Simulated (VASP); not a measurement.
# Pb (P6_3/mmc) in VASP: settings compared, part 2 of 2

VASP 6.6.1.

## Step 3: Single point, r2SCAN

This run uses another cell than the first one, of 27.55 Å³/atom, 0.887 times its volume.

Input file POSCAR:

```
Pb
1.0
    3.4089596583      0.0000000000      0.0000000000
   -1.7044798292      2.9522456646      0.0000000000
    0.0000000000      0.0000000000      5.4758863477
Pb
2
Direct
    0.6666666667      0.3333333333      0.7500000000
    0.3333333333      0.6666666667      0.2500000000
```

Input file INCAR.step1:

```
SYSTEM = Pb
ALGO = Normal ; EDIFF = 1E-4
ENCUT = 520 ; GGA = PE
ISMEAR = -1 ; LASPH = .True.
LCHARG = .False. ; LREAL = .False.
LWAVE = .True. ; NBANDS = 21
NELM = 100 ; PREC = Accurate
SIGMA = 0.05
```

Input file INCAR.step2:

```
SYSTEM = Pb
ALGO = Normal ; EDIFF = 1E-6
ENCUT = 520 ; ISIF = 2
ISMEAR = -1 ; ISTART = 1
LASPH = .True. ; LCHARG = .False.
LMIXTAU = .True. ; LREAL = .False.
LWAVE = .False. ; METAGGA = R2SCAN
NBANDS = 21 ; NELM = 100
PREC = Accurate ; SIGMA = 0.05
```

Input file KPOINTS:

```
k-points
0
Gamma
  9 9 5
  0 0 0
```

Potentials or basis: VASP PAW PBE potentials, release 64 (Pb_d).

Started as:

```bash
> cat potpaw_PBE.64/Pb_d/POTCAR > POTCAR
> cp INCAR.step1 INCAR
> mpirun -np 1 vasp_std > vasp.out
> cp INCAR.step2 INCAR
> mpirun -np 1 vasp_std > vasp.out
```

OUTCAR:

```text
SYSTEM = Pb
   EDIFF = 1E-6
   ENCUT = 520
   ISIF = 2
   ISMEAR = -1
   ISTART = 1
   LASPH = .True.
   LREAL = .False.
   METAGGA = R2SCAN
   NELM = 100
   PREC = Accurate

 ion  position               nearest neighbor table
   1  0.667  0.333  0.750-   2 3.37   2 3.37   2 3.37   2 3.37   2 3.37   2 3.37
   2  0.333  0.667  0.250-   1 3.37   1 3.37   1 3.37   1 3.37   1 3.37   1 3.37

  LATTYP: Found a hexagonal cell.
 ALAT       =     3.4089596583
 C/A-ratio  =     1.6063218391

  Lattice vectors:

 A1 = (   3.4089596583,   0.0000000000,   0.0000000000)
[... 192 lines left out ...]
      5      -9.4189      2.00000
      6      -9.4189      2.00000
[... 565 lines left out ...]
     20      22.2292      0.00000
     21      22.2292      0.00000

 [... further k-points ...]
[... 5 lines left out ...]
  --------------------------------------------------------------------------------------
  -------------------------------------------------------------------------------------
  Total        1.8115652      1.8115652      3.5683406     -0.0000000     -0.0000000      0.0000000
  in kB       52.6666592     52.6666592    103.7404434     -0.0000000     -0.0000000      0.0000000
  external PRESSURE =      69.6912540 kB  Pullay stress =       0.0000000 kB

 VOLUME and BASIS-vectors are now :
 -----------------------------------------------------------------------------
  energy-cutoff  :      520.00
  volume of cell :       55.11
      direct lattice vectors                 reciprocal lattice vectors
     3.408959658  0.000000000  0.000000000     0.293344627  0.169362599  0.000000000
    -1.704479829  2.952245665  0.000000000     0.000000000  0.338725199  0.000000000
     0.000000000  0.000000000  5.475886348     0.000000000  0.000000000  0.182618838

 POSITION                                       TOTAL-FORCE (eV/Angst)
 -----------------------------------------------------------------------------------
      1.70448      0.98408      4.10691        -0.000000     -0.000000      0.000000
     -0.00000      1.96816      1.36897         0.000000      0.000000      0.000000
 -----------------------------------------------------------------------------------
    total drift:                               -0.000000      0.000000      0.000000

  FREE ENERGIE OF THE ION-ELECTRON SYSTEM (eV)
  ---------------------------------------------------
  free  energy   TOTEN  =      -112.3651710972 eV

  energy  without entropy=     -112.3572831498  energy(sigma->0) =     -112.36122712
```

OUTCAR.step1:

```text
SYSTEM = Pb
   EDIFF = 1E-4
   ENCUT = 520
   GGA = PE
   ISMEAR = -1
   LASPH = .True.
   LREAL = .False.
[... 799 lines left out ...]
      1.70448      0.98408      4.10691         0.000000     -0.000000      0.000000
     -0.00000      1.96816      1.36897        -0.000000      0.000000      0.000000
 -----------------------------------------------------------------------------------
    total drift:                               -0.000000      0.000000      0.000000

  FREE ENERGIE OF THE ION-ELECTRON SYSTEM (eV)
  ---------------------------------------------------
  free  energy   TOTEN  =        -6.8809679992 eV

  energy  without entropy=       -6.8724507011  energy(sigma->0) =       -6.87670935
```

Wall time 72 s (1 thread of Intel Xeon 6975P-C (Granite Rapids), shared host); peak memory 0.2 GiB.

Results:

```yaml
Free_energy: -112.3652 eV
Pressure: 7.0 GPa
Band_gap_on_the_k_mesh: zero (band 14 reaches 14.69 eV, above the bottom of band 15 at 6.08 eV)
```

Caveat: the PAW data sets were made with another functional, which shifts forces and pressure a little; spin-orbit coupling is left out, which moves the levels of the heavy elements.

## Step 4: Single point, r2SCAN

This run uses another cell than the first one, of 28.14 Å³/atom, 0.906 times its volume.

Input file POSCAR:

```
Pb
1.0
    3.4329672075      0.0000000000      0.0000000000
   -1.7164836037      2.9730368121      0.0000000000
    0.0000000000      0.0000000000      5.5144501982
Pb
2
Direct
    0.6666666667      0.3333333333      0.7500000000
    0.3333333333      0.6666666667      0.2500000000
```

Input file INCAR.step1:

```
  PREC = Accurate
  ENCUT = 520
  ISMEAR = -1
  SIGMA = 0.05
  LREAL = F
  LASPH = T
  NELM = 60
  NBANDS = 21
  GGA = PE
  ALGO = Normal
  EDIFF = 1E-4
  LWAVE = T
  LCHARG = F
```

Input file INCAR.step2:

```
  PREC = Accurate
  ENCUT = 520
  EDIFF = 1E-6
  ISMEAR = -1
  SIGMA = 0.05
  LREAL = F
  LASPH = T
  NELM = 60
  ALGO = Normal
  ISIF = 2
  LWAVE = F
  LCHARG = T
  METAGGA = R2SCAN
  LMIXTAU = T
  LELF = T
  LVHAR = T
  NBANDS = 21
  ISTART = 1
```

Input file KPOINTS:

```
regular mesh
0
Gamma
  9 9 5
```

Started as:

```bash
> cat potpaw_PBE.64/Pb_d/POTCAR > POTCAR
> cp INCAR.step1 INCAR
> mpirun -np 1 vasp_std > vasp.out
> cp INCAR.step2 INCAR
> mpirun -np 1 vasp_std > vasp.out
```

Run time: 72 s. Hardware: 1 thread of Intel Xeon 6975P-C (Granite Rapids), shared host; peak memory 0.2 GiB.

The run converged. Its results:

- Free energy: -112.4112 eV
- Pressure: 5.5 GPa
- Band gap on the k mesh: zero (band 14 reaches 14.30 eV, above the bottom of band 15 at 5.89 eV)

Stress tensor (GPa, compression positive):
```
3.84 0.00 0.00
0.00 3.84 0.00
0.00 0.00 8.68
```

Levels at points of the mesh, in eV from the Fermi level:
```
           k point  band 10  band 11  band 12  band 13  band 14  band 15  band 16  band 17  band 18  band 19
(0.00, 0.00, 0.00)   -17.43   -12.83    -8.36    -4.71     6.05     6.05     8.15     8.15     8.92     9.61
```

Caveat: the PAW data sets were made with another functional, which shifts forces and pressure a little; spin-orbit coupling is left out, which moves the levels of the heavy elements.

## Step 5: Single point, r2SCAN

This run uses another cell than the first one, of 28.73 Å³/atom, 0.925 times its volume.

Input file POSCAR:

```
Pb
1.0
    3.4566435916      0.0000000000      0.0000000000
   -1.7283217958      2.9935411621      0.0000000000
    0.0000000000      0.0000000000      5.5524820910
Pb
2
Direct
    0.6666666667      0.3333333333      0.7500000000
    0.3333333333      0.6666666667      0.2500000000
```

Input file INCAR.step1:

```
SYSTEM = Pb
ALGO = Normal
EDIFF = 1E-4
ENCUT = 520
GGA = PE
ISMEAR = -1
LASPH = .True.
LCHARG = .False.
LREAL = .False.
LWAVE = .True.
NBANDS = 21
NELM = 80
PREC = Accurate
SIGMA = 0.05
```

Input file INCAR.step2:

```
SYSTEM = Pb
ALGO = Normal
EDIFF = 1E-7
ENCUT = 520
ISIF = 2
ISMEAR = -1
ISTART = 1
LASPH = .True.
LCHARG = .False.
LMIXTAU = .True.
LREAL = .False.
LWAVE = .False.
METAGGA = R2SCAN
NBANDS = 21
NELM = 80
PREC = Accurate
SIGMA = 0.05
```

Input file KPOINTS:

```
k-points
0
Gamma
  9 9 5
  0 0 0
```

Started as:

```bash
> cat potpaw_PBE.64/Pb_d/POTCAR > POTCAR
> cp INCAR.step1 INCAR
> mpirun -np 1 vasp_std > vasp.out
> cp INCAR.step2 INCAR
> mpirun -np 1 vasp_std > vasp.out
```

Wall time 79 s (1 thread of Intel Xeon 6975P-C (Granite Rapids), shared host); peak memory 0.2 GiB.

It converged, with:

```yaml
Free_energy: -112.4467 eV
Pressure: 4.1 GPa
Band_gap_on_the_k_mesh: zero (band 14 reaches 13.92 eV, above the bottom of band 15 at 5.70 eV)
```

Stress tensor (GPa, compression positive):
```
2.59 0.00 0.00
0.00 2.59 0.00
0.00 0.00 7.11
```

Levels at points of the mesh, in eV from the Fermi level:
| k point | band 10 | band 11 | band 12 | band 13 | band 14 | band 15 | band 16 | band 17 | band 18 | band 19 |
| --- | --- | --- | --- | --- | --- | --- | --- | --- | --- | --- |
| (0.00, 0.00, 0.00) | -17.42 | -12.67 | -8.34 | -4.60 | 5.92 | 5.92 | 7.98 | 7.98 | 8.72 | 9.49 |

Caveat: the PAW data sets were made with another functional, which shifts forces and pressure a little; spin-orbit coupling is left out, which moves the levels of the heavy elements.

## Step 6: Overview

| level | cell | gap on the mesh (eV) | pressure (GPa) |
| --- | --- | --- | --- |
| PBEsol | a = 3.548, b = 3.548, c = 5.700 Å, angles 90.0, 90.0, 120.0°, 2 atoms | none | -1.5 |
| r2SCAN | a = 3.409, b = 3.409, c = 5.476 Å, angles 90.0, 90.0, 120.0°, 2 atoms | none | 7.0 |
| r2SCAN | a = 3.433, b = 3.433, c = 5.514 Å, angles 90.0, 90.0, 120.0°, 2 atoms | none | 5.5 |
| r2SCAN | a = 3.457, b = 3.457, c = 5.552 Å, angles 90.0, 90.0, 120.0°, 2 atoms | none | 4.1 |

Alike in all rows: task single point; potentials or basis VASP PAW PBE potentials, release 64 (Pb_d); no spin polarisation; k mesh 9 × 9 × 5; cutoff (eV) 520; smearing fermi-dirac 0.05 eV.

Caveats: the PAW data sets were made with another functional, which shifts forces and pressure a little; spin-orbit coupling is left out, which moves the levels of the heavy elements.

Absolute energies hang on the potentials; compare differences alone.
